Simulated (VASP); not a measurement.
Runs of VASP 6.6.1 on Ag. The structure is that of space group P6/mmm (No. 191), or close to it. The cells are those of the table. 

```csv
task,cell,k mesh,cutoff (eV),gap on the mesh (eV),pressure (GPa),relaxed volume (Å³/atom)
single point,"a = 4.621, b = 4.621, c = 2.761 Å, angles 90.0, 90.0, 120.0°, 3 atoms",12 × 12 × 16,520,none,-0.2,-
relaxation of cell and atoms,"relaxed from a = 4.849, b = 4.849, c = 2.973 Å, angles 90.0, 90.0, 120.0°, 3 atoms",6 × 6 × 6,600,none,-0.1,(a)
single point,"a = 4.657, b = 4.657, c = 2.722 Å, angles 90.0, 90.0, 120.0°, 3 atoms",6 × 6 × 6,520,none,-0.2,-
single point,"a = 4.849, b = 4.849, c = 2.973 Å, angles 90.0, 90.0, 120.0°, 3 atoms",6 × 6 × 6,520,none,-11.5,-
relaxation of cell and atoms,"relaxed from a = 4.657, b = 4.657, c = 2.722 Å, angles 90.0, 90.0, 120.0°, 3 atoms",12 × 12 × 16,600,none,0.0,16.98
```

Alike in all rows: level PBEsol; potentials or basis VASP PAW PBE potentials, release 64 (Ag); no spin polarisation; smearing gaussian 0.1 eV.

**Question.** Estimate the missing entries.

**Answer.** (a) 17.02.

Caveats: some runs use coarse meshes; the PAW data sets were made with another functional, which shifts forces and pressure a little; the volume moved by over 15 % at a fixed basis, so the end points are rough (some runs).

A k mesh can miss the band edges, and the runs leave out spin-orbit coupling on Ag.

A gap of «none» marks levels without a gap at the run's occupations.
